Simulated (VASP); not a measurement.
ZnO (rock salt type), 2 atoms in the cell. Symmetry: Fm-3m, No. 225, cubic system. The conventional cell has a = 4.300 Å, b = 4.300 Å, c = 4.300 Å, α = 90.00°, β = 90.00°, γ = 90.00°. Zn (site symmetry m-3m) has 6 O at 2.15 Å within 2.8 Å. Within 2.8 Å of O (site symmetry m-3m) lie 6 Zn at 2.15 Å. 

* Program: VASP 6.6.1
* Task: single point
* Functional: r2SCAN
* Potentials or basis: VASP PAW PBE potentials, release 64 (Zn, O)
* Cutoff: 520 eV
* k mesh: 13 × 13 × 13
* Occupations: fermi-dirac, width 0.1 eV
* Spin: no spin polarisation
* Dipole correction: no
* Further INCAR settings: ALGO = Normal; EDIFF = 1e-06; NBANDS = 16

Potentials or basis: VASP PAW PBE potentials, release 64 (Zn, O).

Run with:

```bash
$ cat potpaw_PBE.64/Zn/POTCAR potpaw_PBE.64/O/POTCAR > POTCAR
$ cp INCAR.step1 INCAR
$ mpirun -np 1 vasp_std > vasp.out
$ cp INCAR.step2 INCAR
$ mpirun -np 1 vasp_std > vasp.out
```

Hardware: 1 thread of Intel(R) Xeon(R) Platinum 8375C CPU @ 2.90GHz (Ice Lake) (shared host).

Task: How long does it take, and how much memory?

Result: It took 80 s on 1 thread of Intel(R) Xeon(R) Platinum 8375C CPU @ 2.90GHz (Ice Lake), on a shared host, peak memory 0.16 GiB. Counts: k points 84.
